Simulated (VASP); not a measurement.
# Si16N (a cell with a defect) in VASP: single point with PBE

Aim: the single point of Si16N (a cell with a defect) with PBE.

All numbers are computed with VASP 6.6.1; they aren't measurements. Logs are shortened: lines on timing, memory, paths and dates and some standing lists are left out, and cuts for length are marked.

### Step 1. The cell of the first run

The cell holds a defect, 17 atoms: a = 7.679 Å, b = 7.679 Å, c = 7.679 Å, α = 60.00°, β = 60.00°, γ = 60.00°.

### Step 2. Single point, PBE, collinear spin, ferromagnetic start

Input file INCAR:

```
SYSTEM = Si16N
PREC = Accurate
ENCUT = 520
EDIFF = 1E-6
ISMEAR = -1
SIGMA = 0.02
LREAL = Auto
LASPH = .True.
NELM = 150
ALGO = Normal
ISIF = 2
LWAVE = .False.
LCHARG = .True.
ISPIN = 2
MAGMOM = 0 0 0 0 0 0 0 0 0 0 0 0 0 0 0 0 1
LORBIT = 11
GGA = PE
LELF = .True.
LVHAR = .True.
NBANDS = 52
```

Input file KPOINTS:

```
regular mesh
0
Gamma
  2 2 2
  0 0 0
```

Input file POSCAR:

```
Si16N
1.0
    0.0000000000      5.4300000000      5.4300000000
    5.4300000000      0.0000000000      5.4300000000
    5.4300000000      5.4300000000      0.0000000000
Si N
16 1
Direct
   -0.0095211786      0.0332044199      0.0035359116
    0.0964732965      0.2004696133      0.0967863720
    0.0655156538      0.0016114180      0.4716850829
    0.1790239411      0.1125414365      0.6205709024
   -0.0555524862      0.5540791897     -0.0328637201
    0.1008195212      0.6474861878      0.1247974217
   -0.0521362799      0.4648802947      0.4773480663
    0.1136832413      0.5099815838      0.6358931860
    0.4979281768      0.0702854512     -0.0393830571
    0.6352025783      0.1528268877      0.0873572744
    0.5539963168      0.0411602210      0.4654696133
    0.6832136280      0.1849079190      0.5902302026
    0.4848526703      0.5329558011     -0.0216850829
    0.5795303867      0.6953867403      0.0998618785
    0.4815930018      0.5528084715      0.4745948435
    0.6006629834      0.6692449355      0.6047145488
    0.1784806630      0.7244290976      0.5423296501
```

Potentials or basis: VASP PAW PBE potentials, release 64 (Si, N).

On the command line:

```
cat potpaw_PBE.64/Si/POTCAR potpaw_PBE.64/N/POTCAR > POTCAR
mpirun -np 1 vasp_std > vasp.out
```

OUTCAR:

```text
SYSTEM = Si16N
   PREC = Accurate
   ENCUT = 520
   EDIFF = 1E-6
   ISMEAR = -1
   LREAL = Auto
   LASPH = .True.
   NELM = 150
   ISIF = 2
   ISPIN = 2
   LORBIT = 11
   GGA = PE

 ion  position               nearest neighbor table
   1  0.990  0.033  0.004-  10 2.24   2 2.32   6 2.42   4 2.44
   2  0.096  0.200  0.097-   5 2.24   1 2.32   3 2.44   9 2.52   8 3.10
   3  0.066  0.002  0.472-  17 1.75   4 2.35  12 2.43   2 2.44
   4  0.179  0.113  0.621-   3 2.35  11 2.38   7 2.42   1 2.44   8 2.89
   5  0.944  0.554  0.967-   2 2.24  14 2.30   8 2.32   6 2.57
   6  0.101  0.647  0.125-   7 2.31  13 2.41   1 2.42   5 2.57
   7  0.948  0.465  0.477-  16 2.30   6 2.31   8 2.37   4 2.42
   8  0.114  0.510  0.636-  17 1.66   5 2.32   7 2.37  15 2.58   4 2.89   2 3.10
   9  0.498  0.070  0.961-  10 2.18  12 2.36  14 2.37   2 2.52
  10  0.635  0.153  0.087-   9 2.18   1 2.24  13 2.39  11 2.41
  11  0.554  0.041  0.465-   4 2.38  16 2.39  10 2.41  12 2.49
  12  0.683  0.185  0.590-   9 2.36  15 2.38   3 2.43  11 2.49
  13  0.485  0.533  0.978-  16 2.34  14 2.39  10 2.39   6 2.41
  14  0.580  0.695  0.100-   5 2.30  15 2.36   9 2.37  13 2.39
  15  0.482  0.553  0.475-  17 1.96  16 2.29  14 2.36  12 2.38   8 2.58
  16  0.601  0.669  0.605-  15 2.29   7 2.30  13 2.34  11 2.39
  17  0.178  0.724  0.542-   8 1.66   3 1.75  15 1.96

  LATTYP: Found a face centered cubic cell.
 ALAT       =    10.8600000000

  Lattice vectors:

 A1 = (   0.0000000000,   5.4300000000,   5.4300000000)
 A2 = (   5.4300000000,   0.0000000000,   5.4300000000)
 A3 = (   5.4300000000,   5.4300000000,   0.0000000000)

Analysis of symmetry for initial positions (statically):
=====================================================================
 Subroutine PRICEL returns:
 Original cell was already a primitive cell.

 Routine SETGRP: Setting up the symmetry group for a
 face centered cubic supercell.

 Subroutine GETGRP returns: Found  1 space group operations
 (whereof  1 operations were pure point group operations)
 out of a pool of 48 trial point group operations.

The static configuration has the point symmetry C_1 .

Analysis of symmetry for dynamics (positions and initial velocities):
=====================================================================
 Subroutine PRICEL returns:
 Original cell was already a primitive cell.

 Routine SETGRP: Setting up the symmetry group for a
 face centered cubic supercell.

 Subroutine GETGRP returns: Found  1 space group operations
 (whereof  1 operations were pure point group operations)
 out of a pool of 48 trial point group operations.

The dynamic configuration has the point symmetry C_1 .

Analysis of structural, dynamic, and magnetic symmetry:
=====================================================================
 Subroutine PRICEL returns:
 Original cell was already a primitive cell.

 Routine SETGRP: Setting up the symmetry group for a
 face centered cubic supercell.

 Subroutine GETGRP returns: Found  1 space group operations
 (whereof  1 operations were pure point group operations)
 out of a pool of 48 trial point group operations.

The overall configuration has the point symmetry C_1 .

 Subroutine INISYM returns: Found  1 space group operations
 (whereof  1 operations are pure point group operations),
 and found     1 'primitive' translations

----------------------------------------------------------------------------------------

                                     Primitive cell

  volume of cell :     320.2060

  direct lattice vectors                    reciprocal lattice vectors
     0.000000000  5.430000000  5.430000000    -0.092081031  0.092081031  0.092081031
     5.430000000  0.000000000  5.430000000     0.092081031 -0.092081031  0.092081031
     5.430000000  5.430000000  0.000000000     0.092081031  0.092081031 -0.092081031

  length of vectors
     7.679179644  7.679179644  7.679179644     0.159489025  0.159489025  0.159489025

[... 74 lines left out ...]
  0.500000  0.000000  0.500000      1.000000
   k-points           NKPTS =      8   k-points in BZ     NKDIM =      8   number of bands    NBANDS=     52
   number of dos      NEDOS =    301   number of ions     NIONS =     17
   total plane-waves  NPLWV = 216000
   dimension x,y,z NGX =    60 NGY =   60 NGZ =   60
   dimension x,y,z NGXF=   120 NGYF=  120 NGZF=  120
   ions per type =              16   1
   NGX,Y,Z   is equivalent  to a cutoff of  12.99, 12.99, 12.99 a.u.
   NGXF,Y,Z  is equivalent  to a cutoff of  25.98, 25.98, 25.98 a.u.
 SYSTEM =  Si16N
   PREC   = accura    normal or accurate (medium, high low for compatibility)
   ISTART =      0    job   : 0-new  1-cont  2-samecut
   ICHARG =      2    charge: 1-file 2-atom 10-const
   ISPIN  =      2    spin polarized calculation?
   LNONCOLLINEAR =      F non collinear calculations
   LSORBIT =      F    spin-orbit coupling
   LASPH  =      T    aspherical Exc in radial PAW
   ENCUT  =  520.0 eV  38.22 Ry    6.18 a.u.  14.28 14.28 14.28*2*pi/ulx,y,z
   NELM   =    150;   NELMIN=  2; NELMDL= -5     # of ELM steps
   EDIFF  = 0.1E-05   stopping-criterion for ELM
   LREAL  =      T    real-space projection
   EDIFFG = 0.1E-04   stopping-criterion for IOM
   NSW    =      0    number of steps for IOM
   IBRION =     -1    ionic relax: 0-MD 1-quasi-New 2-CG
   NFREE  =      0    steps in history (QN), initial steepest desc. (CG)
   ISIF   =      2    stress and relaxation
   ISYM   =      2    0-nonsym 1-usesym 2-fastsym
   POTIM  = 0.5000    time-step for ionic-motion
   TEBEG  =    0.0;   TEEND  =   0.0 temperature during run
   PSTRESS=    0.0 pullay stress
   NELECT =      69.0000    total number of electrons
   NUPDOWN=      -1.0000    fix difference up-down
   EMIN   =  10.00;   EMAX   =-10.00  energy-range for DOS
   EFERMI =   0.00;   METHOD = LEGACY
   ISMEAR =    -1;   SIGMA  =   0.02  broadening in eV -4-tet -1-fermi 0-gaus
   EFERMI_NEDOS =   21; number of points for ismear=-14 and -15
   IALGO  =     38    algorithm
   IMIX   =      4    mixing-type and parameters
     AMIX     =   0.40;   BMIX     =  1.00
     AMIX_MAG =   1.60;   BMIX_MAG =  1.00
  volume/ion in A,a.u.               =      18.84       127.11
  Fermi-wavevector in a.u.,A,eV,Ry     =   0.981480  1.854728 13.106528  0.963303
  Thomas-Fermi vector in A             =   2.112490
   LORBIT       =     11    0 simple, 1 ext, 2 COOP (PROOUT), +10 PAW based schemes
   GGA     = PE    functional components
   LHFCALC =     F    Hartree Fock is set to
   AEXX    =    0.0000 exact exchange contribution
   IVDW    =     0    specifies the selected vdW correction
   LEPSILON=     F    determine dielectric tensor
   LRPA    =     F    only Hartree local field effects (RPA)
 spin polarized calculation
  energy-cutoff  :      520.00
  volume of cell :      320.21
 maximum number of plane-waves:      8646
 NGX is ok and might be reduce to    60
   NGX = 29   NGY = 29   NGZ = 29

 number of electron      69.0000000 magnetization       0.0408279

 Free energy of the ion-electron system (eV)
  ---------------------------------------------------
  ext. energy  EPLUGINS =         0.00000000
  ---------------------------------------------------
  free energy    TOTEN  =       -90.59480395 eV

  energy without entropy =      -90.58599379  energy(sigma->0) =      -90.59039887

 E-fermi :   6.1752     XC(G=0):  -9.5868

 val. band max:        6.1743001700   @ k =   0.5000   0.0000   0.0000
 cond. band min:       6.1957464476   @ k =   0.0000   0.0000   0.0000
 fundamental gap:      0.0214462776
 Fermi energy:         6.1752282167

 spin component 1

 k-point     1 :       0.0000    0.0000    0.0000
  band No.  band energies     occupation
      1     -10.4530      1.00000
      2      -5.7543      1.00000
      3      -3.9637      1.00000
      4      -3.7875      1.00000
      5      -3.7544      1.00000
      6      -3.1508      1.00000
[... 381 lines left out ...]
     45      10.0506      0.00000
     46      10.0782      0.00000
 Fermi energy:         6.1752282167

 spin component 2

 k-point     1 :       0.0000    0.0000    0.0000
  band No.  band energies     occupation
      1     -10.4456      1.00000
      2      -5.7524      1.00000
      3      -3.9602      1.00000
      4      -3.7847      1.00000
      5      -3.7528      1.00000
      6      -3.1489      1.00000
[... 381 lines left out ...]
     45      10.0524      0.00000
     46      10.0808      0.00000
 [bands above 46 left out]

------------------------ aborting loop because EDIFF is reached ----------------------------------------

  FORCE on cell =-STRESS in cart. coord.  units (eV):
  Direction    XX          YY          ZZ          XY          YZ          ZX
  --------------------------------------------------------------------------------------
  -------------------------------------------------------------------------------------
  Total        3.9589366      2.6684196      8.5112950      0.7193304      0.2731472      1.2042729
  in kB       19.8088675     13.3516586     42.5869699      3.5992294      1.3667146      6.0256793
  external PRESSURE =      25.2491653 kB  Pullay stress =       0.0000000 kB

 VOLUME and BASIS-vectors are now :
 -----------------------------------------------------------------------------
  energy-cutoff  :      520.00
  volume of cell :      320.21
      direct lattice vectors                 reciprocal lattice vectors
     0.000000000  5.430000000  5.430000000    -0.092081031  0.092081031  0.092081031
     5.430000000  0.000000000  5.430000000     0.092081031 -0.092081031  0.092081031
     5.430000000  5.430000000  0.000000000     0.092081031  0.092081031 -0.092081031

 POSITION                                       TOTAL-FORCE (eV/Angst)
 -----------------------------------------------------------------------------------
      0.19950      5.39750      5.55860        -1.658967      0.628334      0.420552
      1.61410      1.04940      1.61240        -0.721930      1.969497     -0.152561
      2.57000      2.91700      0.36450         0.285339     -0.127746      0.274191
      3.98080      4.34180      1.58320         0.393084     -0.443584     -0.109767
      8.26020     10.37990      8.13700         1.237551      0.942517      0.523652
      4.19350      1.22510      4.06330        -0.909665     -1.082640      0.423805
[... 9 lines left out ...]
      6.91760      6.54520      6.89560         0.714843      0.160072      0.481770
      6.87850      3.91400      4.90280        -0.381765     -0.361673      2.298185
 -----------------------------------------------------------------------------------
    total drift:                                0.002383      0.004077      0.000244

  FREE ENERGIE OF THE ION-ELECTRON SYSTEM (eV)
  ---------------------------------------------------
  free  energy   TOTEN  =       -90.5948039526 eV

  energy  without entropy=      -90.5859937861  energy(sigma->0) =      -90.59039887

 total charge

# of ion       s       p       d       tot
------------------------------------------
    1        0.748   0.941   0.000   1.688
    2        0.758   0.913   0.000   1.672
    3        0.754   0.884   0.000   1.638
    4        0.755   0.892   0.000   1.648
    5        0.772   0.927   0.000   1.699
    6        0.748   0.885   0.000   1.633
[... 9 lines left out ...]
   16        0.754   0.947   0.000   1.701
   17        1.264   2.584   0.000   3.848
--------------------------------------------------
tot         13.359  17.251   0.000  30.610

 magnetization (x)

# of ion       s       p       d       tot
------------------------------------------
    1        0.000  -0.000   0.000  -0.000
    2        0.000   0.000   0.000   0.000
    3        0.000   0.001   0.000   0.001
    4        0.000   0.000   0.000   0.000
    5        0.000   0.001   0.000   0.001
    6        0.000   0.000   0.000   0.000
[... 9 lines left out ...]
   16        0.000   0.000   0.000   0.001
   17        0.000   0.004   0.000   0.005
--------------------------------------------------
tot          0.003   0.012   0.000   0.016
```

Wall time 11 min (1 thread of Intel Xeon Platinum 8375C at 2.90GHz (Ice Lake), shared host); peak memory 0.68 GiB.

Results:

```
Free energy                                           : -90.5948 eV
Pressure                                              : 2.5 GPa
Largest force                                         : 2.439 eV/Å
Net moment                                            : 0.04 μB per cell
Valence electrons inside the program's atomic spheres : Si 1.69, 1.67, 1.64, 1.65, 1.70, 1.63, 1.68, 1.74, 1.62 (each value once); N 3.85
```

Forces on the atoms (eV/Å):
```
Si  -1.659  0.628  0.421
Si  -0.722  1.969 -0.153
Si   0.285 -0.128  0.274
Si   0.393 -0.444 -0.110
Si   1.238  0.943  0.524
Si  -0.910 -1.083  0.424
Si  -0.295  0.692  0.198
Si  -0.453  0.077 -1.466
Si  -0.683 -1.632 -1.678
Si   2.260  0.691  0.591
Si   0.175  0.049 -0.222
Si  -0.851 -0.257 -0.972
Si   0.558 -0.008 -0.360
Si  -0.258 -0.071 -0.323
Si   0.589 -1.225  0.074
Si   0.715  0.160  0.482
N   -0.382 -0.362  2.298
```

Caveat: the k points lie up to 0.50 Å⁻¹ apart; the atoms stand as in a frame of molecular dynamics.
